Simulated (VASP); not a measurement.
Ir, 1 atom in the cell. The structure is cubic, space group Fm-3m (No. 225). The conventional cell has a = 3.906 Å, b = 3.906 Å, c = 3.906 Å, α = 90.00°, β = 90.00°, γ = 90.00°. Within 3.6 Å of Ir (site symmetry m-3m) lie 12 Ir at 2.76 Å. 

* Program: VASP 6.6.1
* Task: single point
* Functional: PBE
* Potentials or basis: VASP PAW PBE potentials, release 64 (Ir)
* Cutoff: 500 eV
* k mesh: 13 × 13 × 13
* Occupations: fermi-dirac, width 0.1 eV
* Spin: no spin polarisation
* Dipole correction: no
* Further INCAR settings: ALGO = Normal; EDIFF = 1e-06; NBANDS = 10

Potentials or basis: VASP PAW PBE potentials, release 64 (Ir).

The run is started by

```bash
$ cat potpaw_PBE.64/Ir/POTCAR > POTCAR
$ mpirun -np 1 vasp_std > vasp.out
```

Hardware: 1 thread of Intel Xeon 6975P-C, with other jobs on the host.

**Question.** How long does it take, and how much memory?

**Answer.** Wall time 6.8 s on 1 thread of Intel Xeon 6975P-C, with other jobs on the host, peak memory 0.13 GiB. Counts: scf iterations 11, k points 84.
